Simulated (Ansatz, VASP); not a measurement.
**Si in VASP and in Ansatz**

File INCAR:

```
SYSTEM = Si
  ALGO = Normal
  EDIFF = 1E-7
  ENCUT = 520
  GGA = PS
  ISIF = 2
  ISMEAR = 0
  LASPH = .TRUE.
  LCHARG = .TRUE.
  LELF = .TRUE.
  LREAL = .FALSE.
  LVHAR = .TRUE.
  LWAVE = .FALSE.
  NBANDS = 16
  NELM = 60
  PREC = Accurate
  SIGMA = 0.03
```

The input KPOINTS:

```
k-points
0
G
  12 12 6
  0 0 0
```

POSCAR

```
Si
1.0
    3.5104841895      0.0000000000      0.0000000000
   -1.7552420948      3.0401684877      0.0000000000
    0.0000000000      0.0000000000      7.5430293967
Si
4
Direct
    0.3333333333      0.6666666667      0.0630095000
    0.6666666667      0.3333333333      0.5630095000
    0.3333333333      0.6666666667      0.4369905000
    0.6666666667      0.3333333333      0.9369905000
```

Input for Ansatz:

```yaml
crystal:
  lattice:
    - [3.5104841895, 0.0, 0.0]
    - [-1.7552420948, 3.0401684877, 0.0]
    - [0.0, 0.0, 7.5430293967]
  atoms:
    - { symbol: Si, position: [0.3333333333, 0.6666666667, 0.0630095] }
    - { symbol: Si, position: [0.6666666667, 0.3333333333, 0.5630095] }
    - { symbol: Si, position: [0.3333333333, 0.6666666667, 0.4369905] }
    - { symbol: Si, position: [0.6666666667, 0.3333333333, 0.9369905] }
basis:
  ecutwfc: 420
kpoints:
  mp_grid: { grid: [12, 12, 6] }
hamiltonian:
  xc: pbesol
scf:
  occupations: { method: gaussian, width: 0.03 }
output:
  forces: true
  stress: true
  eigenvalues: true
```

Alike in both runs: task single point; functional PBEsol; k mesh 12 × 12 × 6; occupations gaussian, width 0.03 eV; no spin polarisation.

|  | VASP | Ansatz |
| --- | --- | --- |
| version | VASP 6.6.1 | Ansatz 0.2.0 |
| potentials or method | VASP PAW PBE potentials, release 64 (Si), cutoff 520 eV | scalar-relativistic, plane waves, PAW |
| valence electrons in the cell | 16 | 16 |

|  | VASP | Ansatz | Ansatz less VASP |
| --- | --- | --- | --- |
| gap on the k mesh at the Fermi level (eV) | none | none | - |
| pressure (GPa) | 6.3 | 6.1 | -0.15 |
| traceless stress, the component that is largest in VASP (GPa) | -22.31 | -22.12 | +0.190 |
| rms of the force components (eV/Å) | 0.722 | 0.716 | -0.0055 |

VASP's potentials were made for PBE, not for PBEsol. Atom by atom the forces differ by 0.006 eV/Å (rms over components). A gap of «none» marks a metal or a gap that the smearing closes.
